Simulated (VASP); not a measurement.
Wanted: the native input for a VASP 6.6.1 run.

- Task: single point
- Functional: LDA
- Potentials or basis: VASP PAW LDA potentials, release 64 (Ga_d, Co)
- Cutoff: 520 eV
- k mesh: 11 × 11 × 11
- Occupations: fermi-dirac, width 0.08 eV
- Spin: no spin polarisation
- Dipole correction: no
- Further INCAR settings: ALGO = Normal; EDIFF = 1e-07; NBANDS = 18

The structure of GaCo lies in POSCAR:

```
GaCo
1.0
    2.9158727642      0.0000000000      0.0000000000
    0.0000000000      2.9158727642      0.0000000000
    0.0000000000      0.0000000000      2.9158727642
Ga Co
1 1
Direct
    0.5000000000      0.5000000000      0.5000000000
    0.0000000000      0.0000000000      0.0000000000
```

This cell differs from its parent crystal: volume scaled by 1.04.

These files were run (other wordings do the same):

INCAR

```
SYSTEM = GaCo
PREC = Accurate ; ENCUT = 520
EDIFF = 1E-7 ; ISMEAR = -1
SIGMA = 0.08 ; LREAL = .FALSE.
LASPH = .TRUE. ; NELM = 80
ALGO = Normal ; ISIF = 2
LWAVE = .FALSE. ; LCHARG = .FALSE.
GGA = CA ; NBANDS = 18
```

KPOINTS

```
regular mesh
0
G
  11 11 11
  0 0 0
```

Potentials or basis: VASP PAW LDA potentials, release 64 (Ga_d, Co).

Run with:

```console
$ cat potpaw_LDA.64/Ga_d/POTCAR potpaw_LDA.64/Co/POTCAR > POTCAR
$ mpirun -np 1 vasp_std > vasp.out
```

It gave:

| Item | Value |
| --- | --- |
| Pressure | -18.2 GPa |
| Band gap on the k mesh | zero (band 11 reaches 9.85 eV, above the bottom of band 12 at 8.78 eV) |

Wall time 6.8 s on 1 thread of Intel(R) Xeon(R) 6975P-C (Granite Rapids) (shared host), peak memory 0.14 GiB.
